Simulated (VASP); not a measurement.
Input of a VASP 6.6.1 run:

File INCAR:

```
SYSTEM = Ti
ALGO = Fast
EDIFF = 1E-6
ENCUT = 520
GGA = PS
ISIF = 2
ISMEAR = 0
LASPH = .True.
LCHARG = .False.
LREAL = .False.
LWAVE = .False.
NBANDS = 25
NELM = 80
PREC = Accurate
SIGMA = 0.15
```

Contents of KPOINTS:

```
k-points
0
Gamma
  12 12 18
  0 0 0
```

Contents of POSCAR:

```
Ti
1.0
    4.2895255605      0.0000000000      0.0000000000
   -2.1447627802      3.7148381056      0.0000000000
    0.0000000000      0.0000000000      2.6588539717
Ti
3
Direct
    0.0000000000      0.0000000000      0.0000000000
    0.3333333333      0.6666666667      0.5000000000
    0.6666666667      0.3333333333      0.5000000000
```

Potentials or basis: VASP PAW PBE potentials, release 64 (Ti_sv).

Command:

```bash
$ cat potpaw_PBE.64/Ti_sv/POTCAR > POTCAR
$ mpirun -np 1 vasp_std > vasp.out
```

Task: Predict the pressure.

Result: 23.1 GPa.

Task: What does it give for the band gap on the k mesh?

Result: Zero (bands 18 and 19 overlap by 0.56 eV).

Stress tensor (GPa, compression positive):
```
22.48  0.00  0.00
 0.00 22.48  0.00
 0.00  0.00 24.23
```

Caveat: the cell differs from its parent crystal (strain -0.050 along x and y, -0.050 along z); the cell stands under pressure; the PAW data sets were made with another functional, which shifts forces and pressure a little.
